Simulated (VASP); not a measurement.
Runs of VASP 6.6.1 on Bi4C. The structure is that of space group Im-3m (No. 229), or close to it. The cells are those of the table. The cell was generated, and may not be a known phase.

```csv
task,cell,k mesh,cutoff (eV),gap on the mesh (eV),pressure (GPa)
single point,"a = 5.679 Å, angles 109.5°, 5 atoms",4 × 4 × 4,520,none,0.0
relaxation of cell and atoms,"relaxed from a = 5.548 Å, angles 109.5°, 5 atoms",4 × 4 × 4,600,none,0.0
single point,"a = 5.548 Å, angles 109.5°, 5 atoms",4 × 4 × 4,520,none,4.8
single point,"a = 5.679 Å, angles 109.5°, 5 atoms",8 × 8 × 8,520,none,(a)
relaxation of cell and atoms,"relaxed from a = 5.679 Å, angles 109.5°, 5 atoms",8 × 8 × 8,600,none,0.0
```

Alike in all rows: level PBE; potentials or basis VASP PAW PBE potentials, release 64 (Bi_d, C); no spin polarisation; smearing gaussian 0.1 eV.

Task: Fill in the values left out.

Result: (a) -0.1.

Caveats: spin-orbit coupling is left out, which moves the levels of the heavy elements; the cell stands under pressure (at least some runs); the relaxation stopped at its first step, so nothing moved (at least some runs).

A k mesh can miss the band edges, and the runs leave out spin-orbit coupling on Bi.

A gap of «none» marks levels without a gap at the run's occupations.
